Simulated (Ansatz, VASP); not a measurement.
## LiCaF3: VASP beside Ansatz

File INCAR:

```
PREC = Accurate
ENCUT = 520
EDIFF = 1E-6
ISMEAR = 0
SIGMA = 0.05
LREAL = False
LASPH = True
NELM = 60
ALGO = Normal
ISIF = 2
LWAVE = False
LCHARG = False
NBANDS = 25
```

The input KPOINTS:

```
regular mesh
0
Gamma
  6 6 6
```

Contents of POSCAR:

```
LiCaF3
1.0
    3.7612440000      0.0000000000      0.0000000000
    0.0000000000      3.7612440000      0.0000000000
    0.0000000000      0.0000000000      3.7612440000
Li Ca F
1 1 3
Direct
    0.5000000000      0.5000000000      0.5000000000
    0.0000000000      0.0000000000      0.0000000000
    0.0000000000      0.5000000000      0.5000000000
    0.5000000000      0.5000000000      0.0000000000
    0.5000000000      0.0000000000      0.5000000000
```

Input for Ansatz:

```yaml
crystal:
  lattice:
    - [3.761244, 0.0, 0.0]
    - [0.0, 3.761244, 0.0]
    - [0.0, 0.0, 3.761244]
  atoms:
    - { symbol: Li, position: [0.5, 0.5, 0.5] }
    - { symbol: Ca, position: [0.0, 0.0, 0.0] }
    - { symbol: F, position: [0.0, 0.5, 0.5] }
    - { symbol: F, position: [0.5, 0.5, 0.0] }
    - { symbol: F, position: [0.5, 0.0, 0.5] }
basis:
  ecutwfc: 420
kpoints:
  mp_grid: { grid: [6, 6, 6] }
hamiltonian:
  xc: lda
scf:
  occupations: { method: gaussian, width: 0.05 }
output:
  forces: true
  stress: true
  eigenvalues: true
```

Alike in both runs: task single point; functional LDA; k mesh 6 × 6 × 6; occupations gaussian, width 0.05 eV; no spin polarisation.

```csv
,VASP,Ansatz
version,VASP 6.6.1,Ansatz 0.2.0
potentials or method,"VASP PAW LDA potentials, release 64 (Li_sv, Ca_sv, F), cutoff 520 eV","scalar-relativistic, plane waves, PAW"
valence electrons in the cell,34,34
```

```tsv
	VASP	Ansatz	Ansatz less VASP
gap on the k mesh at the Fermi level (eV)	6.35	6.36	+0.018
least direct gap on the mesh (eV)	6.47	6.48	+0.016
```

LDA's correlation is that of Perdew and Zunger in VASP and of Perdew and Wang (1992) in Ansatz.

Noted on VASP's run: the cutoff is short for stress, so the pressure is rough.
